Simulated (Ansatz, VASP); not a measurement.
# Two plane-wave programs on BaZrO2

The input INCAR:

```
SYSTEM = BaZrO2
PREC = Accurate
ENCUT = 520
EDIFF = 1E-7
ISMEAR = 0
SIGMA = 0.1
LREAL = .False.
LASPH = .True.
NELM = 80
ALGO = Normal
ISIF = 2
LWAVE = .False.
LCHARG = .False.
GGA = PE
NBANDS = 25
```

The input KPOINTS:

```
regular mesh
0
Gamma
  6 6 4
  0 0 0
```

POSCAR

```
BaZrO2
1.0
    3.3763776200      0.0000000000      0.0000000000
   -1.6881888100      2.9240287900      0.0000000000
    0.0000000000      0.0000000000      6.1309742300
Ba Zr O
1 1 2
Direct
    0.0000000000      0.0000000000      0.5000000000
    0.0000000000      0.0000000000      0.0000000000
    0.3333333300      0.6666666700      0.2350000000
    0.6666666700      0.3333333300      0.7650000000
```

Input for Ansatz:

```yaml
crystal:
  lattice:
    - [3.37637762, 0.0, 0.0]
    - [-1.68818881, 2.92402879, 0.0]
    - [0.0, 0.0, 6.13097423]
  atoms:
    - { symbol: Ba, position: [0.0, 0.0, 0.5] }
    - { symbol: Zr, position: [0.0, 0.0, 0.0] }
    - { symbol: O, position: [0.33333333, 0.66666667, 0.235] }
    - { symbol: O, position: [0.66666667, 0.33333333, 0.765] }
basis:
  ecutwfc: 420
kpoints:
  mp_grid: { grid: [6, 6, 4] }
hamiltonian:
  xc: pbe
scf:
  occupations: { method: gaussian, width: 0.1 }
  lower_state_search: "off"
output:
  forces: true
  stress: true
  eigenvalues: true
```

Change from the starting cell: species swapped into the LiVS2 type (P-3m1, No. 164).

Alike in both runs: task single point; functional PBE; k mesh 6 × 6 × 4; occupations gaussian, width 0.1 eV; no spin polarisation.

|  | VASP | Ansatz |
| --- | --- | --- |
| version | VASP 6.6.1 | Ansatz 0.2.0 |
| potentials or method | VASP PAW PBE potentials, release 64 (Ba_sv, Zr_sv, O), cutoff 520 eV | scalar-relativistic, plane waves, PAW |
| valence electrons in the cell | 34 | 34 |

```csv
,VASP,Ansatz,Ansatz less VASP
gap on the k mesh at the Fermi level (eV),none,none,-
pressure (GPa),11.3,8.2,-3.09
"traceless stress, the component that is largest in VASP (GPa)",8.74,8.07,-0.678
rms of the force components (eV/Å),1.142,1.001,-0.1406
```

Atom by atom the forces differ by 0.141 eV/Å (rms over components). A gap of «none» marks a metal or a gap that the smearing closes. With one functional, cell and mesh, what is left measures potentials, basis and numerics.

Spin-orbit coupling is off throughout.
